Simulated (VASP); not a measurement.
# Ga (P6_3/mmc) in VASP: notebook

Runs on Ga. Level: PBE. Tasks: single point.

Program: VASP 6.6.1. These are calculated values, not measurements. Logs are shortened: lines on timing, memory, paths and dates and some standing lists are left out, and cuts for length are marked.

### Step 1. The cell of the first run

Symmetry: P6_3/mmc, No. 194, hexagonal system. Conventional cell: a = 2.863 Å, b = 2.863 Å, c = 4.781 Å, α = 90.00°, β = 90.00°, γ = 120.00°. Ga (site symmetry -6m2) has 12 Ga at 2.86 to 2.91 Å within 3.8 Å.

This isn't the form of Ga at room conditions, which is orthorhombic.

### Step 2. Single point, PBE

INCAR

```
PREC = Accurate
ENCUT = 520
EDIFF = 1E-6
ISMEAR = -1
SIGMA = 0.05
LREAL = F
LASPH = T
NELM = 100
ALGO = Normal
ISIF = 2
LWAVE = F
LCHARG = F
GGA = PE
NBANDS = 20
```

KPOINTS

```
Automatic mesh
0
Gamma
  15 15 8
```

POSCAR

```
Ga
1.0
    2.8628115831      0.0000000000      0.0000000000
   -1.4314057915      2.4792675572      0.0000000000
    0.0000000000      0.0000000000      4.7813605854
Ga
2
Direct
    0.3333333333      0.6666666667      0.2500000000
    0.6666666667      0.3333333333      0.7500000000
```

Potentials or basis: VASP PAW PBE potentials, release 64 (Ga_d).

Command:

```
$ cat potpaw_PBE.64/Ga_d/POTCAR > POTCAR
$ mpirun -np 1 vasp_std > vasp.out
```

OUTCAR:

```text
PREC = Accurate
   ENCUT = 520
   EDIFF = 1E-6
   ISMEAR = -1
   LREAL = F
   LASPH = T
   NELM = 100
   ISIF = 2
   GGA = PE

 ion  position               nearest neighbor table
   1  0.333  0.667  0.250-   2 2.91   2 2.91   2 2.91   2 2.91   2 2.91   2 2.91
   2  0.667  0.333  0.750-   1 2.91   1 2.91   1 2.91   1 2.91   1 2.91   1 2.91

  LATTYP: Found a hexagonal cell.
 ALAT       =     2.8628115831
 C/A-ratio  =     1.6701625121

  Lattice vectors:

 A1 = (   2.8628115831,   0.0000000000,   0.0000000000)
 A2 = (  -1.4314057915,   2.4792675572,   0.0000000000)
 A3 = (   0.0000000000,   0.0000000000,   4.7813605854)

Analysis of symmetry for initial positions (statically):
=====================================================================
 Subroutine PRICEL returns:
 Original cell was already a primitive cell.

 Routine SETGRP: Setting up the symmetry group for a
 hexagonal supercell.

 Subroutine GETGRP returns: Found 24 space group operations
 (whereof 12 operations were pure point group operations)
 out of a pool of 24 trial point group operations.

The static configuration has the point symmetry D_3d.
 The point group associated with its full space group is D_6h.

Analysis of symmetry for dynamics (positions and initial velocities):
=====================================================================
 Subroutine PRICEL returns:
 Original cell was already a primitive cell.

 Routine SETGRP: Setting up the symmetry group for a
 hexagonal supercell.

 Subroutine GETGRP returns: Found 24 space group operations
 (whereof 12 operations were pure point group operations)
 out of a pool of 24 trial point group operations.

The dynamic configuration has the point symmetry D_3d.
 The point group associated with its full space group is D_6h.

 Subroutine INISYM returns: Found 24 space group operations
 (whereof 12 operations are pure point group operations),
 and found     1 'primitive' translations

----------------------------------------------------------------------------------------

                                     Primitive cell

  volume of cell :      33.9365

  direct lattice vectors                    reciprocal lattice vectors
     2.862811583  0.000000000  0.000000000     0.349306956  0.201672465  0.000000000
    -1.431405792  2.479267557  0.000000000     0.000000000  0.403344930  0.000000000
     0.000000000  0.000000000  4.781360585     0.000000000  0.000000000  0.209145489

  length of vectors
[... 72 lines left out ...]
 SYSTEM =  unknown system
   PREC   = accura    normal or accurate (medium, high low for compatibility)
   ISTART =      0    job   : 0-new  1-cont  2-samecut
   ICHARG =      2    charge: 1-file 2-atom 10-const
   ISPIN  =      1    spin polarized calculation?
   LNONCOLLINEAR =      F non collinear calculations
   LSORBIT =      F    spin-orbit coupling
   LASPH  =      T    aspherical Exc in radial PAW
   ENCUT  =  520.0 eV  38.22 Ry    6.18 a.u.   5.32  5.32  8.89*2*pi/ulx,y,z
   NELM   =    100;   NELMIN=  2; NELMDL= -5     # of ELM steps
   EDIFF  = 0.1E-05   stopping-criterion for ELM
   LREAL  =      F    real-space projection
   EDIFFG = 0.1E-04   stopping-criterion for IOM
   NSW    =      0    number of steps for IOM
   IBRION =     -1    ionic relax: 0-MD 1-quasi-New 2-CG
   NFREE  =      0    steps in history (QN), initial steepest desc. (CG)
   ISIF   =      2    stress and relaxation
   ISYM   =      2    0-nonsym 1-usesym 2-fastsym
   POTIM  = 0.5000    time-step for ionic-motion
   TEBEG  =    0.0;   TEEND  =   0.0 temperature during run
   PSTRESS=    0.0 pullay stress
   NELECT =      26.0000    total number of electrons
   NUPDOWN=      -1.0000    fix difference up-down
   EMIN   =  10.00;   EMAX   =-10.00  energy-range for DOS
   EFERMI =   0.00;   METHOD = LEGACY
   ISMEAR =    -1;   SIGMA  =   0.05  broadening in eV -4-tet -1-fermi 0-gaus
   EFERMI_NEDOS =   21; number of points for ismear=-14 and -15
   IALGO  =     38    algorithm
   IMIX   =      4    mixing-type and parameters
     AMIX     =   0.40;   BMIX     =  1.00
     AMIX_MAG =   1.60;   BMIX_MAG =  1.00
  volume/ion in A,a.u.               =      16.97       114.51
  Fermi-wavevector in a.u.,A,eV,Ry     =   1.497994  2.830798 30.531281  2.243986
  Thomas-Fermi vector in A             =   2.609810
   LORBIT       =      0    0 simple, 1 ext, 2 COOP (PROOUT), +10 PAW based schemes
   GGA     = PE    functional components
   LHFCALC =     F    Hartree Fock is set to
   AEXX    =    0.0000 exact exchange contribution
   IVDW    =     0    specifies the selected vdW correction
   LEPSILON=     F    determine dielectric tensor
   LRPA    =     F    only Hartree local field effects (RPA)
 non-spin polarized calculation
  energy-cutoff  :      520.00
  volume of cell :       33.94
 maximum number of plane-waves:       930
 NGX is ok and might be reduce to    24
   NGX = 11   NGY = 11   NGZ = 17

 number of electron      26.0000001 magnetization

 Free energy of the ion-electron system (eV)
  ---------------------------------------------------
  ext. energy  EPLUGINS =         0.00000000
  ---------------------------------------------------
  free energy    TOTEN  =        -5.67438953 eV

  energy without entropy =       -5.66780458  energy(sigma->0) =       -5.67109706

 E-fermi :   6.6408     XC(G=0): -11.5598

 val. band max:        6.6186240839   @ k =   0.3333   0.3333   0.2500
 cond. band min:       6.6554805338   @ k =   0.2667   0.2667   0.3750
 fundamental gap:      0.0368564499
 Fermi energy:         6.6407811537

 k-point     1 :       0.0000    0.0000    0.0000
  band No.  band energies     occupation
      1      -8.5376      2.00000
      2      -8.4324      2.00000
      3      -8.3959      2.00000
      4      -8.3959      2.00000
      5      -8.3684      2.00000
      6      -8.3684      2.00000
[... 541 lines left out ...]
     19      15.0324      0.00000
     20      22.2001      0.00000

 [... further k-points ...]
[... 5 lines left out ...]
  --------------------------------------------------------------------------------------
  -------------------------------------------------------------------------------------
  Total        1.5937836      1.5937836      1.6003549      0.0000000     -0.0000000      0.0000000
  in kB       75.2440697     75.2440697     75.5543049      0.0000000     -0.0000000      0.0000000
  external PRESSURE =      75.3474814 kB  Pullay stress =       0.0000000 kB

 VOLUME and BASIS-vectors are now :
 -----------------------------------------------------------------------------
  energy-cutoff  :      520.00
  volume of cell :       33.94
      direct lattice vectors                 reciprocal lattice vectors
     2.862811583  0.000000000  0.000000000     0.349306956  0.201672465  0.000000000
    -1.431405792  2.479267557  0.000000000     0.000000000  0.403344930  0.000000000
     0.000000000  0.000000000  4.781360585     0.000000000  0.000000000  0.209145489

 POSITION                                       TOTAL-FORCE (eV/Angst)
 -----------------------------------------------------------------------------------
     -0.00000      1.65285      1.19534        -0.000000      0.000000      0.000000
      1.43141      0.82642      3.58602         0.000000     -0.000000      0.000000
 -----------------------------------------------------------------------------------
    total drift:                                0.000000     -0.000000      0.000000

  FREE ENERGIE OF THE ION-ELECTRON SYSTEM (eV)
  ---------------------------------------------------
  free  energy   TOTEN  =        -5.6743895327 eV

  energy  without entropy=       -5.6678045844  energy(sigma->0) =       -5.67109706
```

stdout:

```text
POSCAR found type information on POSCAR Ga
 POSCAR found :  1 types and       2 ions
 scaLAPACK will be used
 LDA part: xc-table for (Slater+PW92), standard interpolation
 POSCAR, INCAR and KPOINTS ok, starting setup
 FFT: planning ... GRIDC
 FFT: planning ... GRID_SOFT
 FFT: planning ... GRID
 WAVECAR not read
 entering main loop
```

It took 80 s on 1 thread of Intel Xeon 8259CL, shared host; peak memory 0.2 GiB.

What came out:

```yaml
Free_energy: -5.6744 eV
Pressure: 7.5 GPa
Band_gap_on_the_k_mesh: zero (bands 13 and 14 overlap by 7.92 eV)
```

Levels at points of the mesh, in eV from the Fermi level:
| k point | band 11 | band 12 | band 13 | band 14 | band 15 | band 16 |
| --- | --- | --- | --- | --- | --- | --- |
| (0.00, 0.00, 0.00) | -11.94 | -5.39 | -4.65 | 10.93 | 10.93 | 12.94 |
| (0.00, 0.00, 0.50) | -10.23 | -10.23 | 3.42 | 3.42 | 12.20 | 12.20 |

Caveat: the cell stands under pressure.

### Step 3. Single point, PBE

INCAR

```
ALGO = Normal ; EDIFF = 1E-7
ENCUT = 520 ; GGA = PE
ISIF = 2 ; ISMEAR = -1
LASPH = True ; LCHARG = True
LELF = True ; LREAL = False
LVHAR = True ; LWAVE = False
NBANDS = 20 ; NELM = 80
PREC = Accurate ; SIGMA = 0.05
```

KPOINTS

```
k-points
0
Gamma
  15 15 8
```

POSCAR

```
Ga
1.0
    2.8628898912      0.0000000000      0.0000000000
   -1.4314449456      2.4793353740      0.0000000000
    0.0000000000      0.0000000000      4.7835484476
Ga
2
Direct
    0.3333333333      0.6666666667      0.2500000000
    0.6666666667      0.3333333333      0.7500000000
```

Potentials or basis: VASP PAW PBE potentials, release 64 (Ga_d).

Command:

```
$ cat potpaw_PBE.64/Ga_d/POTCAR > POTCAR
$ mpirun -np 1 vasp_std > vasp.out
```

OUTCAR:

```text
EDIFF = 1E-7
   ENCUT = 520
   GGA = PE
   ISIF = 2
   ISMEAR = -1
   LASPH = True
   LREAL = False
   NELM = 80
   PREC = Accurate

 ion  position               nearest neighbor table
   1  0.333  0.667  0.250-   2 2.91   2 2.91   2 2.91   2 2.91   2 2.91   2 2.91
   2  0.667  0.333  0.750-   1 2.91   1 2.91   1 2.91   1 2.91   1 2.91   1 2.91

  LATTYP: Found a hexagonal cell.
 ALAT       =     2.8628898912
 C/A-ratio  =     1.6708810431

  Lattice vectors:

 A1 = (   2.8628898912,   0.0000000000,   0.0000000000)
 A2 = (  -1.4314449456,   2.4793353740,   0.0000000000)
 A3 = (   0.0000000000,   0.0000000000,   4.7835484476)

Analysis of symmetry for initial positions (statically):
=====================================================================
 Subroutine PRICEL returns:
 Original cell was already a primitive cell.

 Routine SETGRP: Setting up the symmetry group for a
 hexagonal supercell.

 Subroutine GETGRP returns: Found 24 space group operations
 (whereof 12 operations were pure point group operations)
 out of a pool of 24 trial point group operations.

The static configuration has the point symmetry D_3d.
 The point group associated with its full space group is D_6h.

Analysis of symmetry for dynamics (positions and initial velocities):
=====================================================================
 Subroutine PRICEL returns:
 Original cell was already a primitive cell.

 Routine SETGRP: Setting up the symmetry group for a
 hexagonal supercell.

 Subroutine GETGRP returns: Found 24 space group operations
 (whereof 12 operations were pure point group operations)
 out of a pool of 24 trial point group operations.

The dynamic configuration has the point symmetry D_3d.
 The point group associated with its full space group is D_6h.

 Subroutine INISYM returns: Found 24 space group operations
 (whereof 12 operations are pure point group operations),
 and found     1 'primitive' translations

----------------------------------------------------------------------------------------

                                     Primitive cell

  volume of cell :      33.9539

  direct lattice vectors                    reciprocal lattice vectors
     2.862889891  0.000000000  0.000000000     0.349297402  0.201666949  0.000000000
    -1.431444946  2.479335374  0.000000000     0.000000000  0.403333898  0.000000000
     0.000000000  0.000000000  4.783548448     0.000000000  0.000000000  0.209049832

  length of vectors
     2.862889891  2.862889891  4.783548448     0.403333898  0.403333898  0.209049832

  position of ions in fractional coordinates (direct lattice)
     0.333333333  0.666666667  0.250000000
     0.666666667  0.333333333  0.750000000

  ion indices of the primitive-cell ions
   primitive index   ion index
                 1           1
                 2           2

----------------------------------------------------------------------------------------

 KPOINTS: k-points

Automatic generation of k-mesh.
 Grid dimensions read from file:
 generate k-points for:   15   15    8

 Generating k-lattice:

  Cartesian coordinates                     Fractional coordinates (reciprocal lattice)
     0.023286493  0.013444463  0.000000000     0.066666667 -0.000000000  0.000000000
     0.000000000  0.026888927  0.000000000     0.000000000  0.066666667  0.000000000
     0.000000000  0.000000000  0.026131229     0.000000000  0.000000000  0.125000000

  Length of vectors
     0.026888927  0.026888927  0.026131229

  Shift w.r.t. Gamma in fractional coordinates (k-lattice)
     0.000000000  0.000000000  0.000000000

 Subroutine IBZKPT returns following result:
 ===========================================

 Found    135 irreducible k-points:

 Following reciprocal coordinates:
            Coordinates               Weight
  0.000000  0.000000  0.000000      1.000000
  0.066667  0.000000  0.000000      6.000000
  0.133333  0.000000  0.000000      6.000000
  0.200000 -0.000000  0.000000      6.000000
  0.266667  0.000000  0.000000      6.000000
  0.333333 -0.000000  0.000000      6.000000
[... 16 lines left out ...]
  0.333333  0.200000  0.000000     12.000000
  0.400000  0.200000  0.000000      6.000000
 [... further k-points ...]
   k-points           NKPTS =    135   k-points in BZ     NKDIM =    135   number of bands    NBANDS=     20
   number of dos      NEDOS =    301   number of ions     NIONS =      2
   total plane-waves  NPLWV =  20736
   dimension x,y,z NGX =    24 NGY =   24 NGZ =   36
   dimension x,y,z NGXF=    48 NGYF=   48 NGZF=   72
   ions per type =               2
   NGX,Y,Z   is equivalent  to a cutoff of  13.94, 13.94, 12.51 a.u.
   NGXF,Y,Z  is equivalent  to a cutoff of  27.87, 27.87, 25.02 a.u.
 SYSTEM =  unknown system
   PREC   = accura    normal or accurate (medium, high low for compatibility)
   ISTART =      0    job   : 0-new  1-cont  2-samecut
   ICHARG =      2    charge: 1-file 2-atom 10-const
   ISPIN  =      1    spin polarized calculation?
   LNONCOLLINEAR =      F non collinear calculations
   LSORBIT =      F    spin-orbit coupling
   LASPH  =      T    aspherical Exc in radial PAW
   ENCUT  =  520.0 eV  38.22 Ry    6.18 a.u.   5.32  5.32  8.89*2*pi/ulx,y,z
   NELM   =     80;   NELMIN=  2; NELMDL= -5     # of ELM steps
   EDIFF  = 0.1E-06   stopping-criterion for ELM
   LREAL  =      F    real-space projection
   EDIFFG = 0.1E-05   stopping-criterion for IOM
   NSW    =      0    number of steps for IOM
   IBRION =     -1    ionic relax: 0-MD 1-quasi-New 2-CG
   NFREE  =      0    steps in history (QN), initial steepest desc. (CG)
   ISIF   =      2    stress and relaxation
   ISYM   =      2    0-nonsym 1-usesym 2-fastsym
   POTIM  = 0.5000    time-step for ionic-motion
   TEBEG  =    0.0;   TEEND  =   0.0 temperature during run
   PSTRESS=    0.0 pullay stress
   NELECT =      26.0000    total number of electrons
   NUPDOWN=      -1.0000    fix difference up-down
   EMIN   =  10.00;   EMAX   =-10.00  energy-range for DOS
   EFERMI =   0.00;   METHOD = LEGACY
   ISMEAR =    -1;   SIGMA  =   0.05  broadening in eV -4-tet -1-fermi 0-gaus
   EFERMI_NEDOS =   21; number of points for ismear=-14 and -15
   IALGO  =     38    algorithm
   IMIX   =      4    mixing-type and parameters
     AMIX     =   0.40;   BMIX     =  1.00
     AMIX_MAG =   1.60;   BMIX_MAG =  1.00
  volume/ion in A,a.u.               =      16.98       114.57
  Fermi-wavevector in a.u.,A,eV,Ry     =   1.497738  2.830315 30.520858  2.243220
  Thomas-Fermi vector in A             =   2.609587
   LORBIT       =      0    0 simple, 1 ext, 2 COOP (PROOUT), +10 PAW based schemes
   GGA     = PE    functional components
   LHFCALC =     F    Hartree Fock is set to
   AEXX    =    0.0000 exact exchange contribution
   IVDW    =     0    specifies the selected vdW correction
   LEPSILON=     F    determine dielectric tensor
   LRPA    =     F    only Hartree local field effects (RPA)
 non-spin polarized calculation
  energy-cutoff  :      520.00
  volume of cell :       33.95
 maximum number of plane-waves:       930
 NGX is ok and might be reduce to    24
   NGX = 11   NGY = 11   NGZ = 17

 number of electron      26.0000001 magnetization

 Free energy of the ion-electron system (eV)
  ---------------------------------------------------
  ext. energy  EPLUGINS =         0.00000000
  ---------------------------------------------------
  free energy    TOTEN  =        -5.67520535 eV

  energy without entropy =       -5.66860609  energy(sigma->0) =       -5.67190572

 E-fermi :   6.6354     XC(G=0): -11.5571

 val. band max:        6.6133671221   @ k =   0.3333   0.3333   0.2500
 cond. band min:       6.6521668259   @ k =   0.2667   0.2667   0.3750
 fundamental gap:      0.0387997038
 Fermi energy:         6.6354083979

 k-point     1 :       0.0000    0.0000    0.0000
  band No.  band energies     occupation
      1      -8.5419      2.00000
      2      -8.4373      2.00000
      3      -8.4004      2.00000
      4      -8.4004      2.00000
      5      -8.3731      2.00000
      6      -8.3731      2.00000
[... 12 lines left out ...]
     19      21.5494      0.00000
     20      21.9138      0.00000

 k-point     2 :       0.0667    0.0000    0.0000
  band No.  band energies     occupation
      1      -8.5325      2.00000
      2      -8.4390      2.00000
      3      -8.3959      2.00000
      4      -8.3885      2.00000
      5      -8.3746      2.00000
      6      -8.3620      2.00000
[... 498 lines left out ...]
 k-point    24 :       0.4000    0.2000    0.0000
  band No.  band energies     occupation
      1      -8.5361      2.00000
      2      -8.5196      2.00000
      3      -8.4108      2.00000
      4      -8.3917      2.00000
      5      -8.3359      2.00000
      6      -8.2913      2.00000
[... 12 lines left out ...]
     19      15.0259      0.00000
     20      22.1970      0.00000

 [... further k-points ...]
[... 5 lines left out ...]
  --------------------------------------------------------------------------------------
  -------------------------------------------------------------------------------------
  Total        1.5862062      1.5862062      1.5853887      0.0000000      0.0000000      0.0000000
  in kB       74.8479886     74.8479886     74.8094123      0.0000000      0.0000000      0.0000000
  external PRESSURE =      74.8351298 kB  Pullay stress =       0.0000000 kB

 VOLUME and BASIS-vectors are now :
 -----------------------------------------------------------------------------
  energy-cutoff  :      520.00
  volume of cell :       33.95
      direct lattice vectors                 reciprocal lattice vectors
     2.862889891  0.000000000  0.000000000     0.349297402  0.201666949  0.000000000
    -1.431444946  2.479335374  0.000000000     0.000000000  0.403333898  0.000000000
     0.000000000  0.000000000  4.783548448     0.000000000  0.000000000  0.209049832

 POSITION                                       TOTAL-FORCE (eV/Angst)
 -----------------------------------------------------------------------------------
     -0.00000      1.65289      1.19589         0.000000      0.000000      0.000000
      1.43144      0.82645      3.58766        -0.000000     -0.000000      0.000000
 -----------------------------------------------------------------------------------
    total drift:                               -0.000000      0.000000     -0.000000

  FREE ENERGIE OF THE ION-ELECTRON SYSTEM (eV)
  ---------------------------------------------------
  free  energy   TOTEN  =        -5.6752053527 eV

  energy  without entropy=       -5.6686060872  energy(sigma->0) =       -5.67190572
```

stdout:

```text
POSCAR found type information on POSCAR Ga
 POSCAR found :  1 types and       2 ions
 scaLAPACK will be used
 LDA part: xc-table for (Slater+PW92), standard interpolation
 POSCAR, INCAR and KPOINTS ok, starting setup
 FFT: planning ... GRIDC
 FFT: planning ... GRID_SOFT
 FFT: planning ... GRID
 WAVECAR not read
 entering main loop
```

Run time: 90 s. Hardware: 1 thread of Intel Xeon 8259CL, shared host; peak memory 0.21 GiB.

Results:

* Free energy: -5.6752 eV
* Pressure: 7.5 GPa
* Band gap on the k mesh: zero (bands 13 and 14 overlap by 7.91 eV)

Caveat: the cell stands under pressure.
